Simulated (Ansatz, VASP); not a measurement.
RbBr in VASP and in Ansatz

Contents of INCAR:

```
SYSTEM = RbBr
  ALGO = Normal
  EDIFF = 1E-6
  ENCUT = 520
  GGA = PE
  ISIF = 2
  ISMEAR = -1
  LASPH = .True.
  LCHARG = .False.
  LREAL = .False.
  LWAVE = .False.
  NBANDS = 15
  NELM = 80
  PREC = Accurate
  SIGMA = 0.0638
```

KPOINTS

```
k-points
0
Gamma
  6 6 6
  0 0 0
```

Contents of POSCAR:

```
RbBr
1.0
    0.0000000000      3.4660350000      3.4660350000
    3.4660350000      0.0000000000      3.4660350000
    3.4660350000      3.4660350000      0.0000000000
Rb Br
1 1
Direct
    0.0000000000      0.0000000000      0.0000000000
    0.5000000000      0.5000000000      0.5000000000
```

Input for Ansatz:

```yaml
crystal:
  lattice:
    - [0.0, 3.466035, 3.466035]
    - [3.466035, 0.0, 3.466035]
    - [3.466035, 3.466035, 0.0]
  atoms:
    - { symbol: Rb, position: [0.0, 0.0, 0.0] }
    - { symbol: Br, position: [0.5, 0.5, 0.5] }
  symmetry: { tolerance: 0.0003 }
kpoints:
  mp_grid: { grid: [6, 6, 6], shift: [0, 0, 0] }
  band_path:
    path:
      - [0.0, 0.0, 0.0]
      - [0.5, 0.0, 0.5]
      - [0.625, 0.25, 0.625]
      - [0.375, 0.375, 0.75]
      - [0.0, 0.0, 0.0]
      - [0.5, 0.5, 0.5]
      - [0.5, 0.25, 0.75]
      - [0.5, 0.0, 0.5]
    npoints: 8
magnetization:
  spin_polarized: false
scf:
  occupations: { method: fermi_dirac, width: 0.0638 }
  lower_state_search: "off"
  max_iter: 200
hamiltonian:
  pseudopotentials: { kind: paw }
  xc: pbe
basis:
  ecutwfc: 420
  fft_grid_basis: typed
output:
  forces: true
  stress: true
  eigenvalues: true
  bader: true
  populations: true
  elf: true
  write_potential: true
  volumetric_format: npy
  dos:
    e_range: [-12, 8]
    de: 0.05
    projected: { site_lists: { Br: [Br], Rb: [Rb] } }
checkpoint:
  read: saved_state
```

Alike in both runs: task single point; functional PBE; k mesh 6 × 6 × 6; occupations fermi-dirac, width 0.0638 eV; no spin polarisation.

```csv
,VASP,Ansatz
version,VASP 6.6.1,Ansatz 0.2.0
potentials or method,"VASP PAW PBE potentials, release 64 (Rb_sv, Br), cutoff 520 eV",PAW plane waves
valence electrons in the cell,16,16
```

```csv
,VASP,Ansatz,Ansatz less VASP
gap on the k mesh at the Fermi level (eV),4.28,4.28,+0.002
pressure (GPa),0.5,0.5,-0.02
```

With one functional, cell and mesh, what is left measures potentials, basis and numerics.
